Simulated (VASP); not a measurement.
A run of VASP 6.6.1:

INCAR

```
SYSTEM = BaS
ALGO = Normal
EDIFF = 1E-6
EDIFFG = -0.005
ENCUT = 600
GGA = PS
IBRION = 2
ISIF = 3
ISMEAR = -1
LASPH = .True.
LCHARG = .False.
LREAL = .False.
LWAVE = .False.
NELM = 60
NSW = 80
PREC = Accurate
SIGMA = 0.02
```

Contents of KPOINTS:

```
k-points
0
Gamma
  6 6 4
  0 0 0
```

POSCAR

```
BaS
1.0
    4.4463682182      0.0000000000      0.0000000000
   -2.2231841091      3.8506678315      0.0000000000
    0.0000000000      0.0000000000      7.8041163532
Ba S
2 2
Direct
    0.0000000000      0.0000000000      0.0000000000
    0.0000000000      0.0000000000      0.5000000000
    0.3333333333      0.6666666667      0.2500000000
    0.6666666667      0.3333333333      0.7500000000
```

Potentials or basis: VASP PAW PBE potentials, release 64 (Ba_sv, S).

Launch:

```bash
$ cat potpaw_PBE.64/Ba_sv/POTCAR potpaw_PBE.64/S/POTCAR > POTCAR
$ mpirun -np 1 vasp_std > vasp.out
```

Hardware: 1 thread of Intel(R) Xeon(R) Platinum 8259CL CPU @ 2.50GHz (Skylake/Cascade Lake), with other jobs on the host.

Estimate the wall time of this run.

Run time: 4.3 min on 1 thread of Intel(R) Xeon(R) Platinum 8259CL CPU @ 2.50GHz (Skylake/Cascade Lake), on a shared host, peak memory 0.32 GiB. Counts: scf iterations 46, k points 21, ion steps 7.
